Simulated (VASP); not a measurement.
# BaO (Fm-3m) in VASP: single point with r2SCAN

Aim: the single point of BaO with r2SCAN.

Program: VASP 6.6.1. These are calculated values, not measurements. Logs are shortened: lines on timing, memory, paths and dates and some standing lists are left out, and cuts for length are marked.

### Step 1. The cell of the first run

It takes space group Fm-3m (No. 225, cubic). The conventional cell has a = 5.431 Å, b = 5.431 Å, c = 5.431 Å, α = 90.00°, β = 90.00°, γ = 90.00°. Within 3.6 Å of Ba (site symmetry m-3m) lie 6 O at 2.72 Å. Within 3.6 Å of O (site symmetry m-3m) lie 6 Ba at 2.72 Å.

### Step 2. Single point, r2SCAN (20.02 Å³/atom)

POSCAR

```
BaO
1.0
    0.0000000000      2.7153565467      2.7153565467
    2.7153565467      0.0000000000      2.7153565467
    2.7153565467      2.7153565467      0.0000000000
Ba O
1 1
Direct
    0.0000000000      0.0000000000      0.0000000000
    0.5000000000      0.5000000000      0.5000000000
```

INCAR.step1

```
SYSTEM = BaO
PREC = Accurate ; ENCUT = 1480
ISMEAR = 0 ; SIGMA = 0.01
LREAL = .False. ; LASPH = .True.
NELM = 120 ; NBANDS = 15
GGA = PE ; ALGO = Normal
EDIFF = 1E-5 ; LWAVE = .True.
LCHARG = .False. ; GGA_COMPAT = .False.
```

INCAR.step2

```
SYSTEM = BaO
PREC = Accurate ; ENCUT = 1480
EDIFF = 1E-6 ; ISMEAR = 0
SIGMA = 0.01 ; LREAL = .False.
LASPH = .True. ; NELM = 120
ALGO = Normal ; ISIF = 2
LWAVE = .False. ; LCHARG = .False.
METAGGA = R2SCAN ; LMIXTAU = .True.
NBANDS = 15 ; ISTART = 1
GGA_COMPAT = .False.
```

KPOINTS

```
Automatic mesh
0
Gamma
  6 6 6
  0 0 0
```

Potentials or basis: VASP PAW PBE potentials, release 64 (Ba_sv, O_h).

On the command line:

```bash
> cat potpaw_PBE.64/Ba_sv/POTCAR potpaw_PBE.64/O_h/POTCAR > POTCAR
> cp INCAR.step1 INCAR
> mpirun -np 1 vasp_std > vasp.out
> cp INCAR.step2 INCAR
> mpirun -np 1 vasp_std > vasp.out
```

OUTCAR:

```text
SYSTEM = BaO
   PREC = Accurate
   ENCUT = 1480
   EDIFF = 1E-6
   ISMEAR = 0
   LREAL = .False.
   LASPH = .True.
   NELM = 120
   ISIF = 2
   METAGGA = R2SCAN
   ISTART = 1

 ion  position               nearest neighbor table
   1  0.000  0.000  0.000-   2 2.72   2 2.72   2 2.72   2 2.72   2 2.72   2 2.72
   2  0.500  0.500  0.500-   1 2.72   1 2.72   1 2.72   1 2.72   1 2.72   1 2.72

  LATTYP: Found a face centered cubic cell.
 ALAT       =     5.4307130934

  Lattice vectors:

 A1 = (   0.0000000000,   2.7153565467,   2.7153565467)
 A2 = (   2.7153565467,   0.0000000000,   2.7153565467)
 A3 = (   2.7153565467,   2.7153565467,   0.0000000000)

Analysis of symmetry for initial positions (statically):
=====================================================================
 Subroutine PRICEL returns:
 Original cell was already a primitive cell.

 Routine SETGRP: Setting up the symmetry group for a
 face centered cubic supercell.

 Subroutine GETGRP returns: Found 48 space group operations
 (whereof 48 operations were pure point group operations)
 out of a pool of 48 trial point group operations.

The static configuration has the point symmetry O_h .

Analysis of symmetry for dynamics (positions and initial velocities):
=====================================================================
 Subroutine PRICEL returns:
 Original cell was already a primitive cell.

 Routine SETGRP: Setting up the symmetry group for a
 face centered cubic supercell.

 Subroutine GETGRP returns: Found 48 space group operations
 (whereof 48 operations were pure point group operations)
 out of a pool of 48 trial point group operations.

The dynamic configuration has the point symmetry O_h .

 Subroutine INISYM returns: Found 48 space group operations
 (whereof 48 operations are pure point group operations),
 and found     1 'primitive' translations

----------------------------------------------------------------------------------------

                                     Primitive cell

  volume of cell :      40.0415

  direct lattice vectors                    reciprocal lattice vectors
     0.000000000  2.715356547  2.715356547    -0.184137881  0.184137881  0.184137881
     2.715356547  0.000000000  2.715356547     0.184137881 -0.184137881  0.184137881
     2.715356547  2.715356547  0.000000000     0.184137881  0.184137881 -0.184137881

  length of vectors
     3.840094055  3.840094055  3.840094055     0.318936165  0.318936165  0.318936165

  position of ions in fractional coordinates (direct lattice)
     0.000000000  0.000000000  0.000000000
     0.500000000  0.500000000  0.500000000

[... 79 lines left out ...]
   NUPDOWN=      -1.0000    fix difference up-down
   EMIN   =  10.00;   EMAX   =-10.00  energy-range for DOS
   EFERMI =   0.00;   METHOD = LEGACY
   ISMEAR =     0;   SIGMA  =   0.01  broadening in eV -4-tet -1-fermi 0-gaus
   EFERMI_NEDOS =   21; number of points for ismear=-14 and -15
   IALGO  =     38    algorithm
   IMIX   =      4    mixing-type and parameters
     AMIX     =   0.40;   BMIX     =  1.00
     AMIX_MAG =   1.60;   BMIX_MAG =  1.00
  volume/ion in A,a.u.               =      20.02       135.11
  Fermi-wavevector in a.u.,A,eV,Ry     =   1.205807  2.278646 19.782485  1.453972
  Thomas-Fermi vector in A             =   2.341493
   LORBIT       =      0    0 simple, 1 ext, 2 COOP (PROOUT), +10 PAW based schemes
   METAGGA = R2SCAN    functional components
   LHFCALC =     F    Hartree Fock is set to
   AEXX    =    0.0000 exact exchange contribution
   IVDW    =     0    specifies the selected vdW correction
   LEPSILON=     F    determine dielectric tensor
   LRPA    =     F    only Hartree local field effects (RPA)
 non-spin polarized calculation
 Gauss-broadening in eV      SIGMA  =   0.01
  energy-cutoff  :     1480.00
  volume of cell :       40.04
 maximum number of plane-waves:      5218
   NGX = 25   NGY = 25   NGZ = 25

 number of electron      16.0000000 magnetization

 Free energy of the ion-electron system (eV)
  ---------------------------------------------------
  ext. energy  EPLUGINS =         0.00000000
  ---------------------------------------------------
  free energy    TOTEN  =       -37.76166744 eV

  energy without entropy =      -37.76166744  energy(sigma->0) =      -37.76166744

 E-fermi :   2.4120     XC(G=0): -10.4667

 val. band max:        2.2878298206   @ k =   0.5000   0.5000   0.0000
 cond. band min:       4.3723570026   @ k =   0.5000   0.5000   0.0000
 fundamental gap:      2.0845271819
 Fermi energy:         2.4120083937

 k-point     1 :       0.0000    0.0000    0.0000
  band No.  band energies     occupation
      1     -24.4300      2.00000
      2     -13.8867      2.00000
      3      -8.3762      2.00000
      4      -8.3762      2.00000
      5      -8.3762      2.00000
      6       1.7413      2.00000
      7       1.7413      2.00000
      8       1.7413      2.00000
      9       6.6892      0.00000
     10       7.3565      0.00000
     11       7.3565      0.00000
     12       7.3565      0.00000
     13       9.9564      0.00000
     14       9.9564      0.00000
[... 257 lines left out ...]
      2     -14.3239      2.00000
      3      -9.8935      2.00000
      4      -9.3683      2.00000
      5      -8.6161      2.00000
      6       0.9945      2.00000
      7       1.9666      2.00000
      8       2.1423      2.00000
      9       5.7886      0.00000
     10       9.0174      0.00000
     11       9.8145      0.00000
     12      12.8391      0.00000
     13      12.8855      0.00000
     14      15.8200      0.00000
     15      15.9045      0.00000

------------------------ aborting loop because EDIFF is reached ----------------------------------------

  FORCE on cell =-STRESS in cart. coord.  units (eV):
  Direction    XX          YY          ZZ          XY          YZ          ZX
  --------------------------------------------------------------------------------------
  -------------------------------------------------------------------------------------
  Total        1.8762066      1.8762066      1.8762066     -0.0000000      0.0000000     -0.0000000
  in kB       75.0724598     75.0724598     75.0724598     -0.0000000      0.0000000     -0.0000000
  external PRESSURE =      75.0724598 kB  Pullay stress =       0.0000000 kB

 VOLUME and BASIS-vectors are now :
 -----------------------------------------------------------------------------
  energy-cutoff  :     1480.00
  volume of cell :       40.04
      direct lattice vectors                 reciprocal lattice vectors
     0.000000000  2.715356547  2.715356547    -0.184137881  0.184137881  0.184137881
     2.715356547  0.000000000  2.715356547     0.184137881 -0.184137881  0.184137881
     2.715356547  2.715356547  0.000000000     0.184137881  0.184137881 -0.184137881

 POSITION                                       TOTAL-FORCE (eV/Angst)
 -----------------------------------------------------------------------------------
      0.00000      0.00000      0.00000        -0.000000      0.000000     -0.000000
      2.71536      2.71536      2.71536         0.000000     -0.000000      0.000000
 -----------------------------------------------------------------------------------
    total drift:                               -0.000000     -0.000000     -0.000000

  FREE ENERGIE OF THE ION-ELECTRON SYSTEM (eV)
  ---------------------------------------------------
  free  energy   TOTEN  =       -37.7616674421 eV

  energy  without entropy=      -37.7616674421  energy(sigma->0) =      -37.76166744
```

OSZICAR.step1:

```text
N       E                     dE             d eps       ncg     rms          rms(c)
DAV:   1     0.148792579195E+03    0.14879E+03   -0.14529E+04   480   0.229E+03
DAV:   2    -0.190118545995E+01   -0.15069E+03   -0.13326E+03   681   0.293E+02
DAV:   3    -0.141209419215E+02   -0.12220E+02   -0.12035E+02   641   0.833E+01
DAV:   4    -0.143494613451E+02   -0.22852E+00   -0.22850E+00   502   0.120E+01
DAV:   5    -0.143536842165E+02   -0.42229E-02   -0.42225E-02   648   0.164E+00    0.101E+01
DAV:   6    -0.119286493205E+02    0.24250E+01   -0.83653E+00   585   0.224E+01    0.636E+00
DAV:   7    -0.117330232897E+02    0.19563E+00   -0.63321E-01   558   0.681E+00    0.259E+00
DAV:   8    -0.117126298670E+02    0.20393E-01   -0.12891E-01   529   0.403E+00    0.414E-01
DAV:   9    -0.117111350953E+02    0.14948E-02   -0.78138E-03   660   0.902E-01    0.181E-01
DAV:  10    -0.117124986314E+02   -0.13635E-02   -0.28595E-03   515   0.533E-01    0.372E-02
DAV:  11    -0.117125153774E+02   -0.16746E-04   -0.18549E-04   592   0.117E-01    0.219E-02
DAV:  12    -0.117125260890E+02   -0.10712E-04   -0.33682E-05   522   0.705E-02    0.474E-03
DAV:  13    -0.117125276447E+02   -0.15557E-05   -0.39963E-06   436   0.224E-02
   1 F= -.11712528E+02 E0= -.11712528E+02  d E =-.525877E-84
```

It took 3 min on 1 thread of Intel Xeon Platinum 8259CL at 2.50GHz (Skylake/Cascade Lake), shared host; peak memory 0.4 GiB.

Results:

* Free energy: -37.7617 eV
* Pressure: 7.5 GPa
* Band gap on the k mesh: 2.08 eV

Levels at points of the mesh, in eV from the valence-band top:
| k point | band 4 | band 5 | band 6 | band 7 | band 8 | band 9 | band 10 | band 11 | band 12 | band 13 |
| --- | --- | --- | --- | --- | --- | --- | --- | --- | --- | --- |
| (0.00, 0.00, 0.00) | -10.66 | -10.66 | -0.55 | -0.55 | -0.55 | 4.40 | 5.07 | 5.07 | 5.07 | 7.67 |
| (0.50, 0.00, 0.00) | -10.79 | -10.79 | -2.23 | -1.80 | -1.80 | 5.36 | 7.82 | 7.82 | 9.04 | 11.61 |
| (0.50, 0.50, 0.00) | -11.36 | -11.36 | -0.27 | -0.27 | 0.00 | 2.08 | 6.81 | 9.81 | 10.36 | 10.58 |

Caveat: the cell stands under pressure; the PAW data sets were made with another functional, which shifts forces and pressure a little; spin-orbit coupling is left out, which moves the levels of the heavy elements.
